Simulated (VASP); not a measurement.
SiC, 4 atoms in the cell. The typed cell holds 4 atoms: a = 3.122 Å, b = 3.157 Å, c = 4.529 Å, α = 85.63°, β = 92.92°, γ = 117.91°.  This cell differs from its parent crystal: atoms moved at random and the cell strained at random.

```yaml
Program: VASP 6.6.1
Task: single point
Functional: PBE
Potentials_or_basis: VASP PAW PBE potentials, release 64 (Si, C)
Cutoff: 520 eV
k_mesh: 12 × 12 × 6
Occupations: gaussian, width 0.05 eV
Spin: no spin polarisation
Dipole_correction: no
Further_INCAR_settings: ALGO = Normal; EDIFF = 1e-07; NBANDS = 16
```

Potentials or basis: VASP PAW PBE potentials, release 64 (Si, C).

Launch:

```sh
$ cat potpaw_PBE.64/Si/POTCAR potpaw_PBE.64/C/POTCAR > POTCAR
$ mpirun -np 1 vasp_std > vasp.out
```

Hardware: 1 thread of Intel Xeon 8259CL, on a shared host.

**Question.** How long does it take, and how much memory?

**Answer.** Run time: 4.6 min on 1 thread of Intel Xeon 8259CL, with other jobs on the host, peak memory 0.33 GiB. Counts: scf iterations 14, k points 436.
